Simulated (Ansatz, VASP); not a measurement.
One calculation of ZrSi3O8, two programs

```
CELL_PARAMETERS angstrom
3.46971 0.00000 0.00000
0.00000 5.81367 0.00000
0.00000 0.00000 5.74628
ATOMIC_POSITIONS crystal
Si 0.50000 0.24743 0.55812
Si 0.00000 0.00000 0.92110
Si 0.50000 0.75257 0.55812
O 0.50000 0.00000 0.41436
O 0.00000 0.20541 0.11618
O 0.00000 0.23434 0.65695
O 0.50000 0.00000 0.83702
O 0.50000 0.50000 0.39065
O 0.00000 0.79459 0.11618
O 0.00000 0.76566 0.65695
O 0.50000 0.50000 0.79639
Zr 0.00000 0.50000 0.97800
```

Alike in both runs: task single point; functional PBE; k mesh 8 × 4 × 4; occupations fermi-dirac, width 0.02 eV; no spin polarisation.

|  | VASP | Ansatz |
| --- | --- | --- |
| version | VASP 6.6.1 | Ansatz 0.2.0 |
| potentials or method | VASP PAW PBE potentials, release 64 (Si, O, Zr_sv) | plane waves, PAW |
| plane-wave cutoff (eV) | 520 | 420 |
| valence electrons in the cell | 72 | 72 |

Ansatz gave:

```
gap on the k mesh at the Fermi level (eV) : 3.73
pressure (GPa)                            : 6.9
rms of the force components (eV/Å)        : 0.147
```

Task: Estimate VASP's values.

Result: gap on the k mesh at the Fermi level (eV): 3.70; pressure (GPa): 7.3; rms of the force components (eV/Å): 0.163.

With one functional, cell and mesh, what is left measures potentials, basis and numerics.
